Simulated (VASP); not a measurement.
A run of VASP 6.6.1 is set up as follows.

INCAR

```
SYSTEM = MoS2
PREC = Accurate
ENCUT = 520
EDIFF = 1E-6
ISMEAR = 1
SIGMA = 0.1
LREAL = .FALSE.
LASPH = .TRUE.
NELM = 60
ALGO = Normal
ISIF = 2
LWAVE = .FALSE.
LCHARG = .TRUE.
GGA = PE
LELF = .TRUE.
LVHAR = .TRUE.
NBANDS = 35
```

Contents of KPOINTS:

```
regular mesh
0
G
  8 8 2
  0 0 0
```

File POSCAR:

```
MoS2
1.0
    3.2107021507      0.0000000000      0.0000000000
   -1.6053510754      2.7805501284      0.0000000000
    0.0000000000      0.0000000000     12.4861764927
Mo S
2 4
Direct
    0.3333333333      0.6666666667      0.2500000000
    0.6666666667      0.3333333333      0.7500000000
    0.3333333333      0.6666666667      0.6230000000
    0.6666666667      0.3333333333      0.1230000000
    0.3333333333      0.6666666667      0.8770000000
    0.6666666667      0.3333333333      0.3770000000
```

Potentials or basis: VASP PAW PBE potentials, release 64 (Mo_sv, S).

Command:

```console
$ cat potpaw_PBE.64/Mo_sv/POTCAR potpaw_PBE.64/S/POTCAR > POTCAR
$ mpirun -np 1 vasp_std > vasp.out
```

Problem. Estimate the pressure.

Solution. -3.6 GPa.

Problem. Predict the largest force.

Solution. 0.661 eV/Å.

Stress tensor (GPa, compression positive):
```
-3.51  0.00  0.00
 0.00 -3.51  0.00
 0.00  0.00 -3.78
```

Caveat: this functional lacks dispersion, which binds the layers, so the pressure and a relaxed spacing across them are unreliable.
